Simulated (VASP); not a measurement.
In:

```
In
1.0
     5.93588    0.00000    0.00000
     0.00000    5.93588    0.00000
     0.00000    0.00000    5.93588
In
8
Direct
  0.00000 0.00000 0.00000
  0.50000 0.50000 0.50000
  0.25000 0.00000 0.50000
  0.75000 0.00000 0.50000
  0.50000 0.25000 0.00000
  0.50000 0.75000 0.00000
  0.00000 0.50000 0.25000
  0.00000 0.50000 0.75000
```

| Property | Result |
| --- | --- |
| Program | VASP 6.6.1 |
| Task | relaxation of cell and atoms |
| Functional | PBE |
| Potentials or basis | VASP PAW PBE potentials, release 64 (In_d) |
| Cutoff | 600 eV |
| k mesh | 5 × 5 × 5 |
| Occupations | fermi-dirac, width 0.1 eV |
| Spin | no spin polarisation |

At the start: pressure 3.2 GPa; volume 26.14 Å³/atom.

Problem. Where does the relaxation end?

Solution. Over 3 steps the energy falls by 19.5 meV/atom and the volume is 28.26 Å³/atom (+8.1 %); space group Pm-3n (No. 223, to 0.1 Å) before and after.

Step by step:
| step | energy change (eV) | largest force (eV/Å) | pressure (GPa) | volume (Å³) |
| --- | --- | --- | --- | --- |
| 1 | 0.0000 | 0.0000 | 3.21 | 209.15 |
| 2 | -0.1560 | 0.0000 | 0.10 | 225.40 |
| 3 | -0.1562 | 0.0000 | -0.04 | 226.09 |

Final structure:
```
In
1.0
     6.09201    0.00000    0.00000
     0.00000    6.09201    0.00000
     0.00000    0.00000    6.09201
In
8
Direct
  0.00000 0.00000 0.00000
  0.50000 0.50000 0.50000
  0.25000 0.00000 0.50000
  0.75000 0.00000 0.50000
  0.50000 0.25000 0.00000
  0.50000 0.75000 0.00000
  0.00000 0.50000 0.25000
  0.00000 0.50000 0.75000
```
